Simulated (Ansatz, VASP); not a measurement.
**Zn in VASP and in Ansatz**

The input INCAR:

```
SYSTEM = Zn
ALGO = Normal
EDIFF = 1E-6
EDIFFG = -0.005
ENCUT = 600
GGA = PE
GGA_COMPAT = .FALSE.
IBRION = 2
ISIF = 3
ISMEAR = -1
LASPH = .TRUE.
LCHARG = .FALSE.
LORBIT = 11
LORBMOM = .TRUE.
LREAL = .FALSE.
LSORBIT = .TRUE.
LWAVE = .FALSE.
MAGMOM = 0 0 0
NELM = 150
NSW = 45
PREC = Accurate
SIGMA = 0.05
```

KPOINTS

```
k-points
0
G
  18 18 18
  0 0 0
```

Contents of POSCAR:

```
Zn
1.0
   -1.5658097131      1.5658097131      1.5658097131
    1.5658097131     -1.5658097131      1.5658097131
    1.5658097131      1.5658097131     -1.5658097131
Zn
1
Direct
    0.0000000000      0.0000000000      0.0000000000
```

Input for Ansatz:

```yaml
crystal:
  lattice:
    - [-1.5658097131, 1.5658097131, 1.5658097131]
    - [1.5658097131, -1.5658097131, 1.5658097131]
    - [1.5658097131, 1.5658097131, -1.5658097131]
  atoms:
    - { symbol: Zn, position: [0.0, 0.0, 0.0] }
kpoints:
  mp_grid: { grid: [18, 18, 18] }
scf:
  occupations: { method: fermi_dirac, width: 0.05 }
hamiltonian:
  xc: pbe
  pseudopotentials: { kind: all_electron, lapw: { basis_error: 0.0005 } }
output:
  forces: true
  stress: true
  eigenvalues: true
  populations: true
relax:
  f_tol: 0.005
  max_steps: 25
  cell: {}
magnetization:
  noncollinear: true
  spin_orbit: true
```

Alike in both runs: task relaxation of cell and atoms; functional PBE; k mesh 18 × 18 × 18; occupations fermi-dirac, width 0.05 eV; non-collinear spin, spin-orbit coupling.

```csv
,VASP,Ansatz
version,VASP 6.6.1,Ansatz 0.2.0
potentials or method,"VASP PAW PBE potentials, release 64 (Zn), cutoff 600 eV",all-electron LAPW
```

|  | VASP | Ansatz | Ansatz less VASP |
| --- | --- | --- | --- |
| net moment per atom (μB) | 0.00 | 0.00 | 0.000 |
| relaxed volume (Å³/atom) | 15.42 | 15.36 | -0.063 |
| relaxed cell length with the largest relative difference (Å) | 2.716 | 2.712 | -0.0037 |

Ansatz ran all-electron here, and VASP with PAW potentials.
